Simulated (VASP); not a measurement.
System: CaAl15N15 (a cell with a defect).

```xyz
31
Lattice="6.2595 0.0000 0.0000 -3.1298 5.4209 0.0000 0.0000 0.0000 10.0348" Properties=species:S:1:pos:R:3 pbc="T T T"
Al    1.6360    0.8599    2.4793
Al    1.5514    0.9105    7.6009
Al   -0.0025    1.8045   10.0185
Al    0.0239    3.6147    2.4858
Al   -1.5185    4.4687    4.9788
Al   -0.0218    3.6262    7.5699
Al   -1.5810    4.5095   10.0513
Al    4.7053    0.8801    2.4856
Al    3.1946    1.7893    4.9804
Al    4.6696    0.9123    7.5709
Al    3.1252    1.8195   10.0518
Al    3.1302    3.6110    2.5299
Al    1.5232    4.5373    5.0113
Al    3.1022    3.6301    7.4989
Al    1.5628    4.5143   10.0379
Ca    0.2118    1.6788    4.9940
N     0.0547    1.7778    1.9339
N     1.5697    0.8969    9.4851
N    -0.0108    1.8095    7.1700
N    -0.0032    3.7486    4.3264
N    -1.5569    4.4789    1.9090
N    -0.0260    3.6395    9.4776
N    -1.5750    4.5477    6.8966
N     4.5712    0.8319    4.3259
N     3.1651    1.8140    1.9095
N     4.6552    0.9051    9.4778
N     3.0992    1.8035    6.8963
N     3.1179    3.6188    4.4449
N     1.6032    4.4937    1.8830
N     3.1145    3.6191    9.4097
N     1.5434    4.5269    6.9375
```

Base run:

```yaml
Program: VASP 6.6.1
Functional: HSE06
Potentials_or_basis: VASP PAW PBE potentials, release 64 (Al, Ca_sv, N)
Cutoff: 520 eV
k_mesh: 1 × 1 × 1, shifted
Occupations: fermi-dirac, width 0.01 eV
Spin: no spin polarisation
```

Its results: band gap on the k mesh 3.03 eV; pressure -0.8 GPa; largest force 0.251 eV/Å.

**Question.** The run is repeated on the same cell with these changes: functional from HSE06 to PBE; occupations from fermi-dirac, width 0.01 eV to gaussian, width 0.01 eV. What comes out?

**Answer.** Band gap on the k mesh 1.93 eV; pressure 4.2 GPa; largest force 0.061 eV/Å.

Caveats: the PAW data sets were made with another functional, which shifts forces and pressure a little (at least some runs).

A k mesh can miss the band edges.
